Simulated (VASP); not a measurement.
Write the native input for VASP 6.6.1 that does the following.

* Task: relaxation of cell and atoms
* Functional: LDA
* Potentials or basis: VASP PAW LDA potentials, release 64 (Zn, O)
* Cutoff: 600 eV
* k mesh: 8 × 8 × 4
* Occupations: gaussian, width 0.01 eV
* Spin: no spin polarisation
* Target pressure: 4 GPa
* Dipole correction: no
* Further INCAR settings: ALGO = Normal; EDIFF = 1e-06; IBRION = 2; EDIFFG = -0.002; NSW = 100; ISIF = 3

The structure of ZnO lies in POSCAR:

```
ZnO
1.0
    3.1871458518      0.0000000000      0.0000000000
   -1.5935729259      2.7601492732      0.0000000000
    0.0000000000      0.0000000000      5.1524051692
Zn O
2 2
Direct
    0.3333333333      0.6666666667      0.5002826654
    0.6666666667      0.3333333333      0.0002826654
    0.6666666667      0.3333333333      0.3787273346
    0.3333333333      0.6666666667      0.8787273346
```

These files were run (other wordings do the same):

INCAR

```
SYSTEM = ZnO
ALGO     = Normal         ! electronic algorithm
EDIFF    = 1E-6           ! SCF threshold, eV
EDIFFG   = -0.002         ! ionic threshold
ENCUT    = 600            ! plane-wave cutoff, eV
GGA      = CA             ! functional
IBRION   = 2              ! ionic algorithm
ISIF     = 3              ! what is computed and relaxed
ISMEAR   = 0              ! smearing method
LASPH    = .True.         ! aspherical terms in the spheres
LCHARG   = .False.        ! write CHGCAR
LREAL    = .False.        ! projectors in reciprocal space
LWAVE    = .False.        ! write WAVECAR
NELM     = 80             ! most SCF steps
NSW      = 100            ! ionic steps
PREC     = Accurate       ! precision mode
PSTRESS  = 40.0         
SIGMA    = 0.01           ! smearing width, eV
```

KPOINTS

```
k-points
0
Gamma
  8 8 4
  0 0 0
```

Potentials or basis: VASP PAW LDA potentials, release 64 (Zn, O).

Command:

```console
$ cat potpaw_LDA.64/Zn/POTCAR potpaw_LDA.64/O/POTCAR > POTCAR
$ mpirun -np 1 vasp_std > vasp.out
```

It gave:

| Quantity | Value |
| --- | --- |
| Relaxed volume | 11.14 Å³/atom |
| Relaxed cell | a = 3.169 Å, b = 3.169 Å, c = 5.124 Å, α = 90.00°, β = 90.00°, γ = 120.00° |
| Space group after relaxing (to 0.05 Å) | P6_3mc (No. 186) |
| Energy change on relaxing (the enthalpy is what falls) | +2.9 meV/atom |
| Ionic steps | 10 |
| Pressure after relaxing | 4.0 GPa |
| Band gap on the k mesh | 0.84 eV, direct |

Caveat: the cell is relaxed towards a set pressure, so the enthalpy falls and the energy may rise.

Run time: 2.7 min on 1 thread of Intel(R) Xeon(R) Platinum 8259CL CPU @ 2.50GHz (Skylake/Cascade Lake), with other jobs on the host, peak memory 0.17 GiB.
